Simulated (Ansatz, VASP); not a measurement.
# Rb2CoAgF6 in VASP and in Ansatz

```xyz
10
Lattice="0.0000 4.3578 4.3578 4.3578 0.0000 4.3578 4.3578 4.3578 0.0000" Properties=species:S:1:pos:R:3 pbc="T T T"
Rb    2.1789    2.1789    2.1789
Rb    6.5367    6.5367    6.5367
Co    0.0000    0.0000    0.0000
Ag    4.3578    4.3578    4.3578
F     4.3578    4.3578    1.9593
F     6.7562    4.3578    4.3578
F     4.3578    4.3578    6.7562
F     4.3578    1.9593    4.3578
F     4.3578    6.7562    4.3578
F     1.9593    4.3578    4.3578
```

Alike in both runs: functional PBE; k mesh 4 × 4 × 4; occupations gaussian, width 0.1 eV; collinear spin.

Ansatz relaxed the structure, and its values are those at the end. VASP's run is a single point on that final structure, the one shown.

```csv
,VASP,Ansatz
version,VASP 6.6.1,Ansatz 0.2.0
potentials or method,"VASP PAW PBE potentials, release 64 (Rb_sv, Co, Ag, F), cutoff 520 eV","scalar-relativistic, plane waves, PAW"
valence electrons in the cell,80,96
```

```csv
,VASP,Ansatz,Ansatz less VASP
gap on the k mesh at the Fermi level (eV),none,none,-
pressure (GPa),0.0,0.3,+0.28
rms of the force components (eV/Å),0.029,0.004,-0.0252
net moment per atom (μB),0.35,0.36,+0.008
size of the moment on the site where the two differ most (μB),2.89,2.82,-0.075
```

Site moments also hang on the region over which each program counts them. A gap of «none» marks a metal or a gap that the smearing closes. VASP's potentials hold 80 valence electrons a cell and Ansatz's 96, so a difference there can come from the potentials and not from the codes.
